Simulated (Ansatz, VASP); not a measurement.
Ir: VASP beside Ansatz

```
Ir
1.0
     0.00000    1.92285    1.92285
     1.92285    0.00000    1.92285
     1.92285    1.92285    0.00000
Ir
1
Direct
  0.00000 0.00000 0.00000
```

Alike in both runs: task single point; functional r2SCAN; k mesh 23 × 23 × 23; occupations fermi-dirac, width 0.1 eV; no spin polarisation.

```csv
,VASP,Ansatz
version,VASP 6.6.1,Ansatz 0.2.0
potentials or method,"VASP PAW PBE potentials, release 64 (Ir), cutoff 520 eV","plane waves (500 eV) with PAW, scalar-relativistic"
valence electrons in the cell,9,17
```

VASP gave:

* pressure (GPa): 2.2

**Question.** Estimate Ansatz's values.

**Answer.** Pressure (GPa): -0.3.

VASP's potentials were made for PBE, not for r2SCAN. With one functional, cell and mesh, what is left measures potentials, basis and numerics. VASP's potentials hold 9 valence electrons a cell and Ansatz's 17, so a difference there can come from the potentials and not from the codes.

Neither program's run includes spin-orbit coupling.
